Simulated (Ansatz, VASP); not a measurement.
# One calculation of TiO, two programs

```
Ti O
1.0
     4.98909    0.00000    0.00000
    -2.49454    4.32068    0.00000
     0.00000    0.00000    2.87331
Ti O
3 3
Direct
  0.66667 0.33333 0.50000
  0.33333 0.66667 0.50000
  0.00000 0.00000 0.00000
  0.60556 0.60556 0.00000
  0.39444 0.00000 0.00000
  0.00000 0.39444 0.00000
```

Alike in both runs: task single point; functional r2SCAN; k mesh 12 × 12 × 12; occupations fermi-dirac, width 0.3 eV; no spin polarisation.

|  | VASP | Ansatz |
| --- | --- | --- |
| version | VASP 6.6.1 | Ansatz 0.2.0 |
| potentials or method | VASP PAW PBE potentials, release 64 (Ti_sv, O), cutoff 520 eV | scalar-relativistic, plane waves, PAW |
| valence electrons in the cell | 54 | 54 |

|  | VASP | Ansatz | Ansatz less VASP |
| --- | --- | --- | --- |
| gap on the k mesh at the Fermi level (eV) | none | none | - |
| pressure (GPa) | 1.5 | -0.2 | -1.69 |
| traceless stress, the component that is largest in VASP (GPa) | 0.20 | 0.15 | -0.049 |
| rms of the force components (eV/Å) | 0.011 | 0.022 | +0.0112 |

VASP's potentials were made for PBE, not for r2SCAN. Atom by atom the forces differ by 0.011 eV/Å (rms over components). A gap of «none» marks a metal or a gap that the smearing closes.
